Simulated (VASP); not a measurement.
SiC, 4 atoms in the cell. It takes space group F-43m (No. 216, cubic). The conventional cell has a = 4.511 Å, b = 4.511 Å, c = 4.511 Å, α = 90.00°, β = 90.00°, γ = 90.00°. Within 2.6 Å of Si (site symmetry -43m) lie 4 C at 1.95 Å. Within 2.6 Å of C (site symmetry -43m) lie 4 Si at 1.95 Å.  This cell differs from its parent crystal: equal strain along all axes, cell held: +3.0 %.

- Program: VASP 6.6.1
- Task: single point
- Functional: PBE
- Potentials or basis: VASP PAW PBE potentials, release 64 (Si, C)
- Cutoff: 520 eV
- k mesh: 10 × 10 × 6
- Occupations: gaussian, width 0.02 eV
- Spin: no spin polarisation
- Dipole correction: no
- Further INCAR settings: ALGO = Normal; EDIFF = 1e-07; NBANDS = 16

Potentials or basis: VASP PAW PBE potentials, release 64 (Si, C).

Launch:

```bash
$ cat potpaw_PBE.64/Si/POTCAR potpaw_PBE.64/C/POTCAR > POTCAR
$ mpirun -np 1 vasp_std > vasp.out
```

Hardware: 1 thread of Intel Xeon 8259CL (shared host).

Problem. How long does it take, and how much memory?

Solution. Wall time 61 s on 1 thread of Intel Xeon 8259CL (shared host), peak memory 0.18 GiB. Counts: scf iterations 14, k points 84.
